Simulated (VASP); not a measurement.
Crystal: Cd2S.

```xyz
3
Lattice="3.9091 0.0000 0.0000 -1.9546 3.3854 0.0000 0.0000 0.0000 5.7307" Properties=species:S:1:pos:R:3 pbc="T T T"
Cd    0.0000    2.2569    5.3451
Cd    1.9546    1.1285    3.3165
S     0.0000    2.2569    2.0957
```

Program: VASP 6.6.1. Alike in all runs: task single point; no spin polarisation; cell as given; k mesh 8 × 8 × 5; cutoff (eV) 520; smearing fermi-dirac 0.05 eV.

Q: Order these runs on this cell by their pressure, lowest first.
A. level r2SCAN; potentials or basis VASP PAW PBE potentials, release 64 (Cd, S)
B. level PBE; potentials or basis VASP PAW PBE potentials, release 64 (Cd, S)
C. level LDA; potentials or basis VASP PAW LDA potentials, release 64 (Cd, S)
D. level PBEsol; potentials or basis VASP PAW PBE potentials, release 64 (Cd, S)

A: C (-3.0 GPa), D (-1.0 GPa), A (0.5 GPa), B (2.1 GPa).

Caveats: the PAW data sets were made with another functional, which shifts forces and pressure a little (some runs).
